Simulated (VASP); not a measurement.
Here is a VASP 6.6.1 calculation.

INCAR

```
SYSTEM = P
  PREC = Accurate
  ENCUT = 600
  EDIFF = 1E-7
  ISMEAR = 0
  SIGMA = 0.1
  LREAL = .False.
  LASPH = .True.
  NELM = 100
  ALGO = Normal
  ISIF = 3
  LWAVE = .False.
  LCHARG = .False.
  GGA = PE
  IBRION = 2
  NSW = 90
  EDIFFG = -0.04
```

Contents of KPOINTS:

```
Automatic mesh
0
Gamma
  4 4 4
  0 0 0
```

File POSCAR:

```
P
1.0
    5.3394575200      0.0000000000      0.0000000000
    0.0000000000      5.3394575200      0.0000000000
    0.0000000000      0.0000000000      5.3394575200
P
8
Direct
    0.0573973200      0.0573973200      0.0573973200
    0.4426026800      0.9426026800      0.5573973200
    0.5573973200      0.4426026800      0.9426026800
    0.9426026800      0.5573973200      0.4426026800
    0.9426026800      0.9426026800      0.9426026800
    0.5573973200      0.0573973200      0.4426026800
    0.4426026800      0.5573973200      0.0573973200
    0.0573973200      0.4426026800      0.5573973200
```

Potentials or basis: VASP PAW PBE potentials, release 64 (P).

Command:

```console
$ cat potpaw_PBE.64/P/POTCAR > POTCAR
$ mpirun -np 1 vasp_std > vasp.out
```

Question: What does it give for the space group after relaxing (to 0.1 Å)?

Answer: Pm-3m (No. 221).

Question: What does it give for the band gap on the k mesh?

Answer: Zero (bands 20 and 21 overlap by 2.34 eV).

Question: Estimate the relaxed cell.

Answer: a = 4.890 Å, b = 4.890 Å, c = 4.890 Å, α = 90.00°, β = 90.00°, γ = 90.00°.

Forces on the atoms (eV/Å):
```
P    0.022  0.022  0.022
P   -0.022 -0.022  0.022
P    0.022 -0.022 -0.022
P   -0.022  0.022 -0.022
P   -0.022 -0.022 -0.022
P    0.022  0.022 -0.022
P   -0.022  0.022  0.022
P    0.022 -0.022  0.022
```
